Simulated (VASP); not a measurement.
Wanted: the native input for a VASP 6.6.1 run.

- Task: single point
- Functional: LDA
- Potentials or basis: VASP PAW LDA potentials, release 64 (K_sv, F)
- Cutoff: 520 eV
- k mesh: 8 × 8 × 8
- Occupations: gaussian, width 0.05 eV
- Spin: no spin polarisation
- Dipole correction: no
- Further INCAR settings: ALGO = Normal; EDIFF = 1e-07; NBANDS = 15

The structure of KF lies in POSCAR:

```
KF
1.0
    0.0852466480      2.6789580464      2.6789580464
    2.6789580464      0.0852466480      2.6789580464
    2.6789580464      2.6789580464      0.0852466480
K F
1 1
Direct
    0.0000000000      0.0000000000      0.0000000000
    0.5000000000      0.5000000000      0.5000000000
```

These files were run (other wordings do the same):

INCAR

```
ALGO = Normal
EDIFF = 1E-7
ENCUT = 520
ISIF = 2
ISMEAR = 0
LASPH = T
LCHARG = F
LREAL = F
LWAVE = F
NBANDS = 15
NELM = 100
PREC = Accurate
SIGMA = 0.05
```

KPOINTS

```
k-points
0
Gamma
  8 8 8
```

Potentials or basis: VASP PAW LDA potentials, release 64 (K_sv, F).

Command:

```console
$ cat potpaw_LDA.64/K_sv/POTCAR potpaw_LDA.64/F/POTCAR > POTCAR
$ mpirun -np 1 vasp_std > vasp.out
```

Results of the run:

```json
{
  "Pressure": "-2.2 GPa",
  "Band gap on the k mesh": "5.97 eV, direct"
}
```

It took 33 s on 1 thread of AMD EPYC 7R13 Processor (Zen 3) (shared host), peak memory 0.13 GiB.
